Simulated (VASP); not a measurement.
Here is a VASP 6.6.1 calculation.

INCAR

```
PREC = Accurate
ENCUT = 520
EDIFF = 1E-6
ISMEAR = 0
SIGMA = 0.01
LREAL = False
LASPH = True
NELM = 60
ALGO = Normal
ISIF = 2
LWAVE = False
LCHARG = True
LELF = True
LVHAR = True
NBANDS = 16
```

File KPOINTS:

```
Automatic mesh
0
Gamma
  12 12 12
```

POSCAR

```
GaAs
1.0
    0.0000000000      2.8015748656      2.8015748656
    2.8015748656      0.0000000000      2.8015748656
    2.8015748656      2.8015748656      0.0000000000
Ga As
1 1
Direct
    0.0000000000      0.0000000000      0.0000000000
    0.7500000000      0.7500000000      0.7500000000
```

Potentials or basis: VASP PAW LDA potentials, release 64 (Ga_d, As).

Launch:

```sh
$ cat potpaw_LDA.64/Ga_d/POTCAR potpaw_LDA.64/As/POTCAR > POTCAR
$ mpirun -np 1 vasp_std > vasp.out
```

Q: What does it give for the band gap on the k mesh?

A: 0.54 eV, direct.

Q: Estimate the pressure.

A: 0.3 GPa.

A k mesh can miss the band edges.
